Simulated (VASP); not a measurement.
Wanted: the native input for a VASP 6.6.1 run.

* Task: single point
* Functional: PBE
* Potentials or basis: VASP PAW PBE potentials, release 64 (Al, As)
* Cutoff: 520 eV
* k mesh: 10 × 10 × 8
* Occupations: gaussian, width 0.1 eV
* Spin: no spin polarisation
* Dipole correction: no
* Further INCAR settings: ALGO = Fast; EDIFF = 1e-06; NBANDS = 19

The structure of Al5As lies in POSCAR:

```
Al5As
1.0
    2.4127573161     -3.8874618512      0.0000000000
    2.4127573161      3.8874618512      0.0000000000
    0.0000000000      0.0000000000      5.7287472431
Al As
5 1
Direct
    0.0000000000      0.0000000000      0.0000000000
    0.3288496763      0.6711503237      0.2468380424
    0.6711503237      0.3288496763      0.2468380424
    0.3288496763      0.6711503237      0.7531619576
    0.6711503237      0.3288496763      0.7531619576
    0.0000000000      0.0000000000      0.5000000000
```

These files were run (other wordings do the same):

INCAR

```
ALGO     = Fast           # electronic algorithm
EDIFF    = 1E-6           # SCF threshold, eV
ENCUT    = 520            # plane-wave cutoff, eV
GGA      = PE             # functional
ISIF     = 2              # what is computed and relaxed
ISMEAR   = 0              # smearing method
LASPH    = T              # aspherical terms in the spheres
LCHARG   = F              # write CHGCAR
LREAL    = F              # projectors in reciprocal space
LWAVE    = F              # write WAVECAR
NBANDS   = 19             # bands
NELM     = 60             # most SCF steps
PREC     = Accurate       # precision mode
SIGMA    = 0.1            # smearing width, eV
```

KPOINTS

```
k-points
0
Gamma
  10 10 8
```

Potentials or basis: VASP PAW PBE potentials, release 64 (Al, As).

Command:

```bash
$ cat potpaw_PBE.64/Al/POTCAR potpaw_PBE.64/As/POTCAR > POTCAR
$ mpirun -np 1 vasp_std > vasp.out
```

It gave:

- Pressure: 0.0 GPa
- Band gap on the k mesh: zero (band 10 reaches 8.05 eV, above the bottom of band 11 at 6.16 eV)

Run time: 93 s on 1 thread of Intel(R) Xeon(R) 6975P-C (Granite Rapids), with other jobs on the host, peak memory 0.43 GiB.
